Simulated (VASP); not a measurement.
Runs of VASP 6.6.1 on CdSe. The structure is that of space group F-43m (No. 216), or close to it. The cells are those of the table. 

```tsv
task	level	potentials or basis	cell	cutoff (eV)	gap on the mesh (eV)	pressure (GPa)
single point	PBE	VASP PAW PBE potentials, release 64 (Cd, Se)	a = 4.380 Å, angles 120.0, 120.0, 90.1°, 2 atoms	520	0.49	0.3
single point	PBE	VASP PAW PBE potentials, release 64 (Cd, Se)	a = 4.423 Å, angles 120.0, 120.0, 90.1°, 2 atoms	520	(b)	-1.0
single point	PBE	VASP PAW PBE potentials, release 64 (Cd, Se)	a = 4.290 Å, angles 120.0, 120.0, 90.1°, 2 atoms	520	0.62	3.6
single point	PBE	VASP PAW PBE potentials, release 64 (Cd, Se)	a = 4.335 Å, angles 120.0, 120.0, 90.1°, 2 atoms	520	(a)	1.8
single point	PBE	VASP PAW PBE potentials, release 64 (Cd, Se)	a = 4.521 Å, angles 120.0, 120.0, 90.1°, 2 atoms	520	0.30	-3.2
single point	LDA	VASP PAW LDA potentials, release 64 (Cd, Se)	a = 4.380 Å, angles 120.0, 120.0, 90.1°, 2 atoms	520	0.25	-4.0
single point	r2SCAN	VASP PAW PBE potentials, release 64 (Cd, Se)	a = 4.380 Å, angles 120.0, 120.0, 90.1°, 2 atoms	520	0.96	-1.2
relaxation of shape and atoms at fixed volume	PBE	VASP PAW PBE potentials, release 64 (Cd, Se)	relaxed from a = 4.197 Å, angles 120.0, 120.0, 90.1°, 2 atoms	600	0.76	8.2
```

Alike in all rows: no spin polarisation; k mesh 12 × 12 × 12; smearing gaussian 0.02 eV.

Q: Fill in the values left out.

A: (a) 0.56; (b) 0.43.

Caveats: the PAW data sets were made with another functional, which shifts forces and pressure a little (some runs); the relaxation stopped at its first step, so nothing moved (some runs).

A k mesh can miss the band edges, and the runs leave out spin-orbit coupling on Cd, Se.
